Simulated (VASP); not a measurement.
# ZnS (Fm-3m) in VASP: a series of runs, part 2 of 2

VASP 6.6.1. The steps go on from the part before.

## 4. Single point, PBE (volume scaled by 0.880)

INCAR reads:

```
ALGO = Normal
EDIFF = 1E-7
ENCUT = 520
GGA = PE
ISIF = 2
ISMEAR = 0
LASPH = T
LCHARG = F
LREAL = F
LWAVE = F
NBANDS = 16
NELM = 100
PREC = Accurate
SIGMA = 0.05
```

KPOINTS reads:

```
k-points
0
Gamma
  12 12 12
```

POSCAR reads:

```
ZnS
1.0
    0.0000000000      2.4454071621      2.4454071621
    2.4454071621      0.0000000000      2.4454071621
    2.4454071621      2.4454071621      0.0000000000
S Zn
1 1
Direct
    0.0000000000      0.0000000000      0.0000000000
    0.5000000000      0.5000000000      0.5000000000
```

Potentials or basis: VASP PAW PBE potentials, release 64 (S, Zn).

The run is started by

```bash
> cat potpaw_PBE.64/S/POTCAR potpaw_PBE.64/Zn/POTCAR > POTCAR
> mpirun -np 1 vasp_std > vasp.out
```

OUTCAR:

```text
EDIFF = 1E-7
   ENCUT = 520
   GGA = PE
   ISIF = 2
   ISMEAR = 0
   LASPH = T
   LREAL = F
   NELM = 100
   PREC = Accurate

 ion  position               nearest neighbor table
   1  0.000  0.000  0.000-   2 2.45   2 2.45   2 2.45   2 2.45   2 2.45   2 2.45
   2  0.500  0.500  0.500-   1 2.45   1 2.45   1 2.45   1 2.45   1 2.45   1 2.45

  LATTYP: Found a face centered cubic cell.
 ALAT       =     4.8908143242

  Lattice vectors:

 A1 = (   0.0000000000,   2.4454071621,   2.4454071621)
 A2 = (   2.4454071621,   0.0000000000,   2.4454071621)
 A3 = (   2.4454071621,   2.4454071621,   0.0000000000)

Analysis of symmetry for initial positions (statically):
=====================================================================
 Subroutine PRICEL returns:
 Original cell was already a primitive cell.

 Routine SETGRP: Setting up the symmetry group for a
 face centered cubic supercell.

 Subroutine GETGRP returns: Found 48 space group operations
 (whereof 48 operations were pure point group operations)
 out of a pool of 48 trial point group operations.

The static configuration has the point symmetry O_h .

Analysis of symmetry for dynamics (positions and initial velocities):
=====================================================================
 Subroutine PRICEL returns:
 Original cell was already a primitive cell.

 Routine SETGRP: Setting up the symmetry group for a
 face centered cubic supercell.

 Subroutine GETGRP returns: Found 48 space group operations
 (whereof 48 operations were pure point group operations)
 out of a pool of 48 trial point group operations.

The dynamic configuration has the point symmetry O_h .

 Subroutine INISYM returns: Found 48 space group operations
 (whereof 48 operations are pure point group operations),
 and found     1 'primitive' translations

----------------------------------------------------------------------------------------

                                     Primitive cell

  volume of cell :      29.2471

  direct lattice vectors                    reciprocal lattice vectors
     0.000000000  2.445407162  2.445407162    -0.204464928  0.204464928  0.204464928
     2.445407162  0.000000000  2.445407162     0.204464928 -0.204464928  0.204464928
     2.445407162  2.445407162  0.000000000     0.204464928  0.204464928 -0.204464928

  length of vectors
     3.458327974  3.458327974  3.458327974     0.354143644  0.354143644  0.354143644

  position of ions in fractional coordinates (direct lattice)
     0.000000000  0.000000000  0.000000000
     0.500000000  0.500000000  0.500000000

  ion indices of the primitive-cell ions
   primitive index   ion index
                 1           1
                 2           2

----------------------------------------------------------------------------------------

 KPOINTS: k-points

Automatic generation of k-mesh.
 Grid dimensions read from file:
 generate k-points for:   12   12   12

 Generating k-lattice:

  Cartesian coordinates                     Fractional coordinates (reciprocal lattice)
    -0.017038744  0.017038744  0.017038744     0.083333333  0.000000000  0.000000000
     0.017038744 -0.017038744  0.017038744     0.000000000  0.083333333  0.000000000
     0.017038744  0.017038744 -0.017038744     0.000000000  0.000000000  0.083333333

  Length of vectors
     0.029511970  0.029511970  0.029511970

  Shift w.r.t. Gamma in fractional coordinates (k-lattice)
     0.000000000  0.000000000  0.000000000

 Subroutine IBZKPT returns following result:
 ===========================================

 Found     72 irreducible k-points:

 Following reciprocal coordinates:
            Coordinates               Weight
  0.000000  0.000000  0.000000      1.000000
  0.083333  0.000000  0.000000      8.000000
  0.166667  0.000000  0.000000      8.000000
  0.250000  0.000000  0.000000      8.000000
  0.333333  0.000000  0.000000      8.000000
  0.416667  0.000000  0.000000      8.000000
[... 16 lines left out ...]
  0.500000  0.166667  0.000000     24.000000
 -0.416667  0.166667  0.000000     24.000000
 [... further k-points ...]
   k-points           NKPTS =     72   k-points in BZ     NKDIM =     72   number of bands    NBANDS=     16
   number of dos      NEDOS =    301   number of ions     NIONS =      2
   total plane-waves  NPLWV =  21952
   dimension x,y,z NGX =    28 NGY =   28 NGZ =   28
   dimension x,y,z NGXF=    56 NGYF=   56 NGZF=   56
   ions per type =               1   1
   NGX,Y,Z   is equivalent  to a cutoff of  13.46, 13.46, 13.46 a.u.
   NGXF,Y,Z  is equivalent  to a cutoff of  26.92, 26.92, 26.92 a.u.
 SYSTEM =  unknown system
   PREC   = accura    normal or accurate (medium, high low for compatibility)
   ISTART =      0    job   : 0-new  1-cont  2-samecut
   ICHARG =      2    charge: 1-file 2-atom 10-const
   ISPIN  =      1    spin polarized calculation?
   LNONCOLLINEAR =      F non collinear calculations
   LSORBIT =      F    spin-orbit coupling
   LASPH  =      T    aspherical Exc in radial PAW
   ENCUT  =  520.0 eV  38.22 Ry    6.18 a.u.   6.43  6.43  6.43*2*pi/ulx,y,z
   NELM   =    100;   NELMIN=  2; NELMDL= -5     # of ELM steps
   EDIFF  = 0.1E-06   stopping-criterion for ELM
   LREAL  =      F    real-space projection
   EDIFFG = 0.1E-05   stopping-criterion for IOM
   NSW    =      0    number of steps for IOM
   IBRION =     -1    ionic relax: 0-MD 1-quasi-New 2-CG
   NFREE  =      0    steps in history (QN), initial steepest desc. (CG)
   ISIF   =      2    stress and relaxation
   ISYM   =      2    0-nonsym 1-usesym 2-fastsym
   POTIM  = 0.5000    time-step for ionic-motion
   TEBEG  =    0.0;   TEEND  =   0.0 temperature during run
   PSTRESS=    0.0 pullay stress
   NELECT =      18.0000    total number of electrons
   NUPDOWN=      -1.0000    fix difference up-down
   EMIN   =  10.00;   EMAX   =-10.00  energy-range for DOS
   EFERMI =   0.00;   METHOD = LEGACY
   ISMEAR =     0;   SIGMA  =   0.05  broadening in eV -4-tet -1-fermi 0-gaus
   EFERMI_NEDOS =   21; number of points for ismear=-14 and -15
   IALGO  =     38    algorithm
   IMIX   =      4    mixing-type and parameters
     AMIX     =   0.40;   BMIX     =  1.00
     AMIX_MAG =   1.60;   BMIX_MAG =  1.00
  volume/ion in A,a.u.               =      14.62        98.68
  Fermi-wavevector in a.u.,A,eV,Ry     =   1.392530  2.631500 26.383590  1.939139
  Thomas-Fermi vector in A             =   2.516264
   LORBIT       =      0    0 simple, 1 ext, 2 COOP (PROOUT), +10 PAW based schemes
   GGA     = PE    functional components
   LHFCALC =     F    Hartree Fock is set to
   AEXX    =    0.0000 exact exchange contribution
   IVDW    =     0    specifies the selected vdW correction
   LEPSILON=     F    determine dielectric tensor
   LRPA    =     F    only Hartree local field effects (RPA)
 non-spin polarized calculation
 Gauss-broadening in eV      SIGMA  =   0.05
  energy-cutoff  :      520.00
  volume of cell :       29.25
 maximum number of plane-waves:       817
 NGX is ok and might be reduce to    28
   NGX = 13   NGY = 13   NGZ = 13

 number of electron      17.9999987 magnetization

 Free energy of the ion-electron system (eV)
  ---------------------------------------------------
  ext. energy  EPLUGINS =         0.00000000
  ---------------------------------------------------
  free energy    TOTEN  =        -6.04630457 eV

  energy without entropy =       -6.04578226  energy(sigma->0) =       -6.04604341

 E-fermi :   5.2698     XC(G=0): -11.4278

 val. band max:        5.2690435837   @ k =   0.4167   0.4167   0.0000
 cond. band min:       5.4649390880   @ k =   0.5000   0.4167   0.0000
 fundamental gap:      0.1958955043
 Fermi energy:         5.2698348973

 k-point     1 :       0.0000    0.0000    0.0000
  band No.  band energies     occupation
      1      -9.6289      2.00000
      2      -1.3810      2.00000
      3      -1.3810      2.00000
      4      -1.3635      2.00000
      5      -1.3635      2.00000
      6      -1.3635      2.00000
[... 8 lines left out ...]
     15      17.5928      0.00000
     16      17.5928      0.00000
[... 419 lines left out ...]
 k-point    24 :      -0.4167    0.1667    0.0000
  band No.  band energies     occupation
      1      -7.4356      2.00000
      2      -2.4592      2.00000
      3      -1.7720      2.00000
      4      -1.7184      2.00000
      5      -1.1414      2.00000
      6      -1.1161      2.00000
[... 8 lines left out ...]
     15      18.7182      0.00000
     16      20.6547      0.00000

 [... further k-points ...]

------------------------ aborting loop because EDIFF is reached ----------------------------------------

  FORCE on cell =-STRESS in cart. coord.  units (eV):
  Direction    XX          YY          ZZ          XY          YZ          ZX
  --------------------------------------------------------------------------------------
  -------------------------------------------------------------------------------------
  Total        2.7329550      2.7329550      2.7329550     -0.0000000      0.0000000     -0.0000000
  in kB      149.7130027    149.7130027    149.7130027     -0.0000000      0.0000000     -0.0000000
  external PRESSURE =     149.7130027 kB  Pullay stress =       0.0000000 kB

 VOLUME and BASIS-vectors are now :
 -----------------------------------------------------------------------------
  energy-cutoff  :      520.00
  volume of cell :       29.25
      direct lattice vectors                 reciprocal lattice vectors
     0.000000000  2.445407162  2.445407162    -0.204464928  0.204464928  0.204464928
     2.445407162  0.000000000  2.445407162     0.204464928 -0.204464928  0.204464928
     2.445407162  2.445407162  0.000000000     0.204464928  0.204464928 -0.204464928

 POSITION                                       TOTAL-FORCE (eV/Angst)
 -----------------------------------------------------------------------------------
      0.00000      0.00000      0.00000         0.000000     -0.000000     -0.000000
      2.44541      2.44541      2.44541        -0.000000      0.000000      0.000000
 -----------------------------------------------------------------------------------
    total drift:                                0.000000      0.000000      0.000000

  FREE ENERGIE OF THE ION-ELECTRON SYSTEM (eV)
  ---------------------------------------------------
  free  energy   TOTEN  =        -6.0463045657 eV

  energy  without entropy=       -6.0457822565  energy(sigma->0) =       -6.04604341
```

Run time: 39 s. Hardware: 1 thread of Intel Xeon Platinum 8259CL at 2.50GHz (Skylake/Cascade Lake), shared host; peak memory 0.17 GiB.

What came out:

| Quantity | Value |
| --- | --- |
| Free energy | -6.0463 eV |
| Pressure | 15.0 GPa |
| Band gap on the k mesh | zero (band 9 reaches 5.23 eV, above the bottom of band 10 at 4.92 eV) |

Levels at points of the mesh, in eV from the Fermi level:
| k point | band 5 | band 6 | band 7 | band 8 | band 9 | band 10 | band 11 | band 12 | band 13 | band 14 |
| --- | --- | --- | --- | --- | --- | --- | --- | --- | --- | --- |
| (0.00, 0.00, 0.00) | -6.63 | -6.63 | -0.79 | -0.79 | -0.79 | 2.73 | 8.95 | 8.95 | 8.95 | 12.32 |
| (0.50, 0.00, 0.00) | -6.41 | -6.41 | -5.72 | -0.11 | -0.11 | 3.81 | 5.40 | 5.40 | 8.52 | 14.03 |
| (0.50, 0.50, 0.00) | -6.34 | -6.19 | -5.76 | -3.06 | -3.06 | -0.35 | 5.06 | 12.95 | 13.42 | 13.42 |

## 5. Single point, PBE (volume scaled by 0.920)

INCAR reads:

```
SYSTEM = ZnS
PREC = Accurate
ENCUT = 520
EDIFF = 1E-6
ISMEAR = 0
SIGMA = 0.05
LREAL = .FALSE.
LASPH = .TRUE.
NELM = 60
ALGO = Normal
ISIF = 2
LWAVE = .FALSE.
LCHARG = .TRUE.
GGA = PE
LELF = .TRUE.
LVHAR = .TRUE.
NBANDS = 16
```

KPOINTS reads:

```
regular mesh
0
G
  12 12 12
  0 0 0
```

POSCAR reads:

```
ZnS
1.0
    0.0000000000      2.4819111582      2.4819111582
    2.4819111582      0.0000000000      2.4819111582
    2.4819111582      2.4819111582      0.0000000000
S Zn
1 1
Direct
    0.0000000000      0.0000000000      0.0000000000
    0.5000000000      0.5000000000      0.5000000000
```

The run is started by

```bash
> cat potpaw_PBE.64/S/POTCAR potpaw_PBE.64/Zn/POTCAR > POTCAR
> mpirun -np 1 vasp_std > vasp.out
```

Wall time 39 s (1 thread of Intel Xeon Platinum 8259CL at 2.50GHz (Skylake/Cascade Lake), shared host); peak memory 0.18 GiB.

The run converged. Its results:

- Free energy: -6.1446 eV
- Pressure: 8.9 GPa
- Band gap on the k mesh: zero (band 9 reaches 4.71 eV, above the bottom of band 10 at 4.41 eV)

Levels at points of the mesh, in eV from the Fermi level:
```
           k point  band 7  band 8  band 9  band 10  band 11  band 12
(0.00, 0.00, 0.00)   -0.73   -0.73   -0.73     2.37     8.98     8.98
(0.50, 0.00, 0.00)   -5.59   -0.12   -0.12     3.83     5.46     5.46
(0.50, 0.50, 0.00)   -5.72   -2.86   -2.86    -0.34     5.19    12.50
```

## 6. Single point, PBE (volume scaled by 0.960)

INCAR reads:

```
  PREC = Accurate
  ENCUT = 520
  EDIFF = 1E-6
  ISMEAR = 0
  SIGMA = 0.05
  LREAL = False
  LASPH = True
  NELM = 60
  ALGO = Normal
  ISIF = 2
  LWAVE = False
  LCHARG = False
  GGA = PE
  NBANDS = 16
```

KPOINTS reads:

```
Automatic mesh
0
Gamma
  12 12 12
```

POSCAR reads:

```
ZnS
1.0
    0.0000000000      2.5173718229      2.5173718229
    2.5173718229      0.0000000000      2.5173718229
    2.5173718229      2.5173718229      0.0000000000
S Zn
1 1
Direct
    0.0000000000      0.0000000000      0.0000000000
    0.5000000000      0.5000000000      0.5000000000
```

Potentials or basis: VASP PAW PBE potentials, release 64 (S, Zn).

The run is started by

```bash
> cat potpaw_PBE.64/S/POTCAR potpaw_PBE.64/Zn/POTCAR > POTCAR
> mpirun -np 1 vasp_std > vasp.out
```

OUTCAR:

```text
PREC = Accurate
   ENCUT = 520
   EDIFF = 1E-6
   ISMEAR = 0
   LREAL = False
   LASPH = True
   NELM = 60
   ISIF = 2
   GGA = PE

 ion  position               nearest neighbor table
   1  0.000  0.000  0.000-   2 2.52   2 2.52   2 2.52   2 2.52   2 2.52   2 2.52
   2  0.500  0.500  0.500-   1 2.52   1 2.52   1 2.52   1 2.52   1 2.52   1 2.52

  LATTYP: Found a face centered cubic cell.
 ALAT       =     5.0347436458

  Lattice vectors:

 A1 = (   0.0000000000,   2.5173718229,   2.5173718229)
 A2 = (   2.5173718229,   0.0000000000,   2.5173718229)
 A3 = (   2.5173718229,   2.5173718229,   0.0000000000)

Analysis of symmetry for initial positions (statically):
=====================================================================
 Subroutine PRICEL returns:
 Original cell was already a primitive cell.

 Routine SETGRP: Setting up the symmetry group for a
 face centered cubic supercell.

 Subroutine GETGRP returns: Found 48 space group operations
 (whereof 48 operations were pure point group operations)
 out of a pool of 48 trial point group operations.

The static configuration has the point symmetry O_h .

Analysis of symmetry for dynamics (positions and initial velocities):
[... 161 lines left out ...]
 val. band max:        4.2339869818   @ k =  -0.1667   0.1667   0.0000
 cond. band min:       4.2997356424   @ k =   0.4167   0.4167   0.0000
 fundamental gap:      0.0657486606
 Fermi energy:         4.2715997099

 k-point     1 :       0.0000    0.0000    0.0000
  band No.  band energies     occupation
      1      -9.8523      2.00000
      2      -2.1229      2.00000
      3      -2.1229      2.00000
      4      -2.1076      2.00000
      5      -2.1076      2.00000
      6      -2.1076      2.00000
[... 433 lines left out ...]
      3      -2.4343      2.00000
      4      -2.3684      2.00000
      5      -1.9320      2.00000
      6      -1.9126      2.00000
[... 8 lines left out ...]
     15      17.5570      0.00000
     16      19.0787      0.00000

 [... further k-points ...]

------------------------ aborting loop because EDIFF is reached ----------------------------------------

  FORCE on cell =-STRESS in cart. coord.  units (eV):
  Direction    XX          YY          ZZ          XY          YZ          ZX
  --------------------------------------------------------------------------------------
  -------------------------------------------------------------------------------------
  Total        0.8063541      0.8063541      0.8063541      0.0000000      0.0000000      0.0000000
  in kB       40.4915377     40.4915377     40.4915377      0.0000000      0.0000000      0.0000000
  external PRESSURE =      40.4915377 kB  Pullay stress =       0.0000000 kB

 VOLUME and BASIS-vectors are now :
 -----------------------------------------------------------------------------
  energy-cutoff  :      520.00
  volume of cell :       31.91
      direct lattice vectors                 reciprocal lattice vectors
     0.000000000  2.517371823  2.517371823    -0.198619844  0.198619844  0.198619844
     2.517371823  0.000000000  2.517371823     0.198619844 -0.198619844  0.198619844
     2.517371823  2.517371823  0.000000000     0.198619844  0.198619844 -0.198619844

 POSITION                                       TOTAL-FORCE (eV/Angst)
 -----------------------------------------------------------------------------------
      0.00000      0.00000      0.00000        -0.000000     -0.000000     -0.000000
      2.51737      2.51737      2.51737         0.000000      0.000000      0.000000
 -----------------------------------------------------------------------------------
    total drift:                                0.000000      0.000000      0.000000

  FREE ENERGIE OF THE ION-ELECTRON SYSTEM (eV)
  ---------------------------------------------------
  free  energy   TOTEN  =        -6.1978367954 eV

  energy  without entropy=       -6.1974441672  energy(sigma->0) =       -6.19764048
```

OSZICAR:

```text
N       E                     dE             d eps       ncg     rms          rms(c)
DAV:   1     0.779863836344E+02    0.77986E+02   -0.87364E+03  2336   0.143E+03
DAV:   2    -0.222001233077E+01   -0.80206E+02   -0.74257E+02  2632   0.258E+02
DAV:   3    -0.663505622275E+01   -0.44150E+01   -0.43920E+01  2840   0.561E+01
DAV:   4    -0.667178329713E+01   -0.36727E-01   -0.36721E-01  2704   0.531E+00
DAV:   5    -0.667210918094E+01   -0.32588E-03   -0.32587E-03  2976   0.499E-01    0.745E+00
DAV:   6    -0.623040250776E+01    0.44171E+00   -0.75519E-01  3304   0.286E+01    0.574E+00
DAV:   7    -0.620032115791E+01    0.30081E-01   -0.19011E-01  2720   0.416E+00    0.285E+00
DAV:   8    -0.619801388122E+01    0.23073E-02   -0.53597E-03  3216   0.106E+00    0.668E-01
DAV:   9    -0.619778926666E+01    0.22461E-03   -0.15721E-03  2816   0.317E-01    0.607E-02
DAV:  10    -0.619783598090E+01   -0.46714E-04   -0.96082E-05  2968   0.755E-02    0.301E-02
DAV:  11    -0.619783679541E+01   -0.81450E-06   -0.99413E-06  2728   0.273E-02
   1 F= -.61978368E+01 E0= -.61976405E+01  d E =-.392628E-03
```

stdout:

```text
POSCAR found type information on POSCAR S Zn
 POSCAR found :  2 types and       2 ions
 scaLAPACK will be used
 LDA part: xc-table for (Slater+PW92), standard interpolation
 POSCAR, INCAR and KPOINTS ok, starting setup
 FFT: planning ... GRIDC
 FFT: planning ... GRID_SOFT
 FFT: planning ... GRID
 WAVECAR not read
 entering main loop
```

It took 40 s on 1 thread of Intel Xeon Platinum 8259CL at 2.50GHz (Skylake/Cascade Lake), shared host; peak memory 0.18 GiB.

Results:

```
Free energy            : -6.1978 eV
Pressure               : 4.0 GPa
Band gap on the k mesh : zero (band 9 reaches 4.23 eV, above the bottom of band 10 at 3.94 eV)
```

## 7. Summary

| cell | gap on the mesh (eV) | pressure (GPa) |
| --- | --- | --- |
| a = 3.350 Å, angles 60.0°, 2 atoms | none | 32.2 |
| a = 3.405 Å, angles 60.0°, 2 atoms | none | 22.6 |
| a = 3.458 Å, angles 60.0°, 2 atoms | none | 15.0 |
| a = 3.510 Å, angles 60.0°, 2 atoms | none | 8.9 |
| a = 3.560 Å, angles 60.0°, 2 atoms | none | 4.0 |

Alike in all rows: task single point; level PBE; potentials or basis VASP PAW PBE potentials, release 64 (S, Zn); no spin polarisation; k mesh 12 × 12 × 12; cutoff (eV) 520; smearing gaussian 0.05 eV.

Total energies depend on the potentials used, so only differences within one code and one set of settings carry meaning.
